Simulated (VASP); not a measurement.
# ZnSe (lda) (F-43m) in VASP: further runs

ZnSe (lda) is run at these levels: LDA; tasks: single point.

All numbers are computed with VASP 6.6.1; they aren't measurements. Logs are shortened: lines on timing, memory, paths and dates and some standing lists are left out, and cuts for length are marked.

### Step 1. The cell of the first run

Symmetry: F-43m, No. 216, cubic system. The conventional cell has a = 5.568 Å, b = 5.568 Å, c = 5.568 Å, α = 90.00°, β = 90.00°, γ = 90.00°. Zn (site symmetry -43m) has 4 Se at 2.41 Å within 3.2 Å. Within 3.2 Å of Se (site symmetry -43m) lie 4 Zn at 2.41 Å.

### Step 2. Single point, LDA

The input, INCAR:

```
SYSTEM = ZnSe
PREC = Accurate
ENCUT = 500
EDIFF = 1E-6
ISMEAR = 0
SIGMA = 0.02
LREAL = .False.
LASPH = .True.
NELM = 120
ALGO = Normal
ISIF = 2
LWAVE = .False.
LCHARG = .True.
LELF = .True.
LVHAR = .True.
NBANDS = 16
GGA_COMPAT = .False.
```

The input, KPOINTS:

```
Automatic mesh
0
Gamma
  8 8 8
  0 0 0
```

The input, POSCAR:

```
ZnSe
1.0
    0.0000000000      2.7837635969      2.7837635969
    2.7837635969      0.0000000000      2.7837635969
    2.7837635969      2.7837635969      0.0000000000
Zn Se
1 1
Direct
    0.0000000000      0.0000000000      0.0000000000
    0.2500000000      0.2500000000      0.2500000000
```

Potentials or basis: VASP PAW LDA potentials, release 64 (Zn, Se).

Run with:

```bash
cat potpaw_LDA.64/Zn/POTCAR potpaw_LDA.64/Se/POTCAR > POTCAR
mpirun -np 1 vasp_std > vasp.out
```

OUTCAR:

```text
SYSTEM = ZnSe
   PREC = Accurate
   ENCUT = 500
   EDIFF = 1E-6
   ISMEAR = 0
   LREAL = .False.
   LASPH = .True.
   NELM = 120
   ISIF = 2

 ion  position               nearest neighbor table
   1  0.000  0.000  0.000-   2 2.41   2 2.41   2 2.41   2 2.41
   2  0.250  0.250  0.250-   1 2.41   1 2.41   1 2.41   1 2.41

  LATTYP: Found a face centered cubic cell.
 ALAT       =     5.5675271938

  Lattice vectors:

 A1 = (   0.0000000000,   2.7837635969,   2.7837635969)
 A2 = (   2.7837635969,   0.0000000000,   2.7837635969)
 A3 = (   2.7837635969,   2.7837635969,   0.0000000000)

Analysis of symmetry for initial positions (statically):
=====================================================================
 Subroutine PRICEL returns:
 Original cell was already a primitive cell.

 Routine SETGRP: Setting up the symmetry group for a
 face centered cubic supercell.

 Subroutine GETGRP returns: Found 24 space group operations
 (whereof 24 operations were pure point group operations)
 out of a pool of 48 trial point group operations.

The static configuration has the point symmetry T_d .

Analysis of symmetry for dynamics (positions and initial velocities):
=====================================================================
 Subroutine PRICEL returns:
 Original cell was already a primitive cell.

 Routine SETGRP: Setting up the symmetry group for a
 face centered cubic supercell.

 Subroutine GETGRP returns: Found 24 space group operations
 (whereof 24 operations were pure point group operations)
 out of a pool of 48 trial point group operations.

The dynamic configuration has the point symmetry T_d .

 Subroutine INISYM returns: Found 24 space group operations
 (whereof 24 operations are pure point group operations),
 and found     1 'primitive' translations

----------------------------------------------------------------------------------------

                                     Primitive cell

  volume of cell :      43.1447

  direct lattice vectors                    reciprocal lattice vectors
     0.000000000  2.783763597  2.783763597    -0.179612953  0.179612953  0.179612953
     2.783763597  0.000000000  2.783763597     0.179612953 -0.179612953  0.179612953
     2.783763597  2.783763597  0.000000000     0.179612953  0.179612953 -0.179612953

  length of vectors
     3.936836233  3.936836233  3.936836233     0.311098760  0.311098760  0.311098760

  position of ions in fractional coordinates (direct lattice)
     0.000000000  0.000000000  0.000000000
     0.250000000  0.250000000  0.250000000

[... 77 lines left out ...]
   LREAL  =      F    real-space projection
   EDIFFG = 0.1E-04   stopping-criterion for IOM
   NSW    =      0    number of steps for IOM
   IBRION =     -1    ionic relax: 0-MD 1-quasi-New 2-CG
   NFREE  =      0    steps in history (QN), initial steepest desc. (CG)
   ISIF   =      2    stress and relaxation
   ISYM   =      2    0-nonsym 1-usesym 2-fastsym
   POTIM  = 0.5000    time-step for ionic-motion
   TEBEG  =    0.0;   TEEND  =   0.0 temperature during run
   PSTRESS=    0.0 pullay stress
   NELECT =      18.0000    total number of electrons
   NUPDOWN=      -1.0000    fix difference up-down
   EMIN   =  10.00;   EMAX   =-10.00  energy-range for DOS
   EFERMI =   0.00;   METHOD = LEGACY
   ISMEAR =     0;   SIGMA  =   0.02  broadening in eV -4-tet -1-fermi 0-gaus
   EFERMI_NEDOS =   21; number of points for ismear=-14 and -15
   IALGO  =     38    algorithm
   IMIX   =      4    mixing-type and parameters
     AMIX     =   0.40;   BMIX     =  1.00
     AMIX_MAG =   1.60;   BMIX_MAG =  1.00
  volume/ion in A,a.u.               =      21.57       145.58
  Fermi-wavevector in a.u.,A,eV,Ry     =   1.223273  2.311650 20.359708  1.496396
  Thomas-Fermi vector in A             =   2.358390
   LORBIT       =      0    0 simple, 1 ext, 2 COOP (PROOUT), +10 PAW based schemes
   GGA     = CA    functional components
   LHFCALC =     F    Hartree Fock is set to
   AEXX    =    0.0000 exact exchange contribution
   IVDW    =     0    specifies the selected vdW correction
   LEPSILON=     F    determine dielectric tensor
   LRPA    =     F    only Hartree local field effects (RPA)
 non-spin polarized calculation
 Gauss-broadening in eV      SIGMA  =   0.02
  energy-cutoff  :      500.00
  volume of cell :       43.14
 maximum number of plane-waves:      1108
 NGX is ok and might be reduce to    30
   NGX = 15   NGY = 15   NGZ = 15

 number of electron      17.9999987 magnetization

 Free energy of the ion-electron system (eV)
  ---------------------------------------------------
  ext. energy  EPLUGINS =         0.00000000
  ---------------------------------------------------
  free energy    TOTEN  =        -7.37166794 eV

  energy without entropy =       -7.37166794  energy(sigma->0) =       -7.37166794

 E-fermi :   2.1082     XC(G=0):  -9.9380

 val. band max:        1.9920096341   @ k =   0.0000   0.0000   0.0000
 cond. band min:       3.2817575602   @ k =   0.0000   0.0000   0.0000
 fundamental gap:      1.2897479261
 Fermi energy:         2.1082307534

 k-point     1 :       0.0000    0.0000    0.0000
  band No.  band energies     occupation
      1     -11.6548      2.00000
      2      -4.8938      2.00000
      3      -4.8938      2.00000
      4      -4.8938      2.00000
      5      -4.4852      2.00000
      6      -4.4852      2.00000
[... 433 lines left out ...]
      3      -4.7396      2.00000
      4      -4.5261      2.00000
      5      -4.4781      2.00000
      6      -4.2461      2.00000
[... 8 lines left out ...]
     15      14.7904      0.00000
     16      15.6713      0.00000

 [... further k-points ...]

------------------------ aborting loop because EDIFF is reached ----------------------------------------

  FORCE on cell =-STRESS in cart. coord.  units (eV):
  Direction    XX          YY          ZZ          XY          YZ          ZX
  --------------------------------------------------------------------------------------
  -------------------------------------------------------------------------------------
  Total        0.0979353      0.0979353      0.0979353     -0.0000000     -0.0000000     -0.0000000
  in kB        3.6368270      3.6368270      3.6368270     -0.0000000     -0.0000000     -0.0000000
  external PRESSURE =       3.6368270 kB  Pullay stress =       0.0000000 kB

 VOLUME and BASIS-vectors are now :
 -----------------------------------------------------------------------------
  energy-cutoff  :      500.00
  volume of cell :       43.14
      direct lattice vectors                 reciprocal lattice vectors
     0.000000000  2.783763597  2.783763597    -0.179612953  0.179612953  0.179612953
     2.783763597  0.000000000  2.783763597     0.179612953 -0.179612953  0.179612953
     2.783763597  2.783763597  0.000000000     0.179612953  0.179612953 -0.179612953

 POSITION                                       TOTAL-FORCE (eV/Angst)
 -----------------------------------------------------------------------------------
      0.00000      0.00000      0.00000        -0.000000      0.000000     -0.000000
      1.39188      1.39188      1.39188         0.000000     -0.000000      0.000000
 -----------------------------------------------------------------------------------
    total drift:                               -0.000000     -0.000000      0.000000

  FREE ENERGIE OF THE ION-ELECTRON SYSTEM (eV)
  ---------------------------------------------------
  free  energy   TOTEN  =        -7.3716679431 eV

  energy  without entropy=       -7.3716679431  energy(sigma->0) =       -7.37166794
```

Run time: 16 s. Hardware: 1 thread of Intel Xeon Platinum 8375C at 2.90GHz (Ice Lake), shared host; peak memory 0.15 GiB.

What came out:

- Free energy: -7.3717 eV
- Pressure: 0.4 GPa
- Band gap on the k mesh: 1.29 eV, direct

### Step 3. Single point, LDA

The input, INCAR:

```
SYSTEM = ZnSe
ALGO = Normal
EDIFF = 1E-6
ENCUT = 500
GGA = CA
GGA_COMPAT = .False.
ISIF = 2
ISMEAR = 0
LASPH = .True.
LCHARG = .False.
LREAL = .False.
LWAVE = .False.
NBANDS = 16
NELM = 120
PREC = Accurate
SIGMA = 0.02
```

The input, KPOINTS:

```
k-points
0
Gamma
  8 8 8
  0 0 0
```

POSCAR is that of step 2.

Potentials or basis: VASP PAW LDA potentials, release 64 (Zn, Se).

Run with:

```bash
cat potpaw_LDA.64/Zn/POTCAR potpaw_LDA.64/Se/POTCAR > POTCAR
mpirun -np 1 vasp_std > vasp.out
```

It took 15 s on 1 thread of Intel Xeon Platinum 8375C at 2.90GHz (Ice Lake), shared host; peak memory 0.15 GiB.

Results (log left out):

```
Free energy            : -7.3717 eV
Pressure               : 0.4 GPa
Band gap on the k mesh : 1.29 eV, direct
```

Levels at points of the mesh, in eV from the valence-band top:
| k point | band 7 | band 8 | band 9 | band 10 | band 11 | band 12 |
| --- | --- | --- | --- | --- | --- | --- |
| (0.00, 0.00, 0.00) | 0.00 | 0.00 | 0.00 | 1.29 | 5.68 | 5.68 |
| (0.50, 0.00, 0.00) | -5.64 | -0.96 | -0.96 | 2.47 | 6.27 | 6.27 |
| (0.50, 0.50, 0.00) | -5.07 | -2.40 | -2.40 | 2.69 | 3.31 | 10.93 |
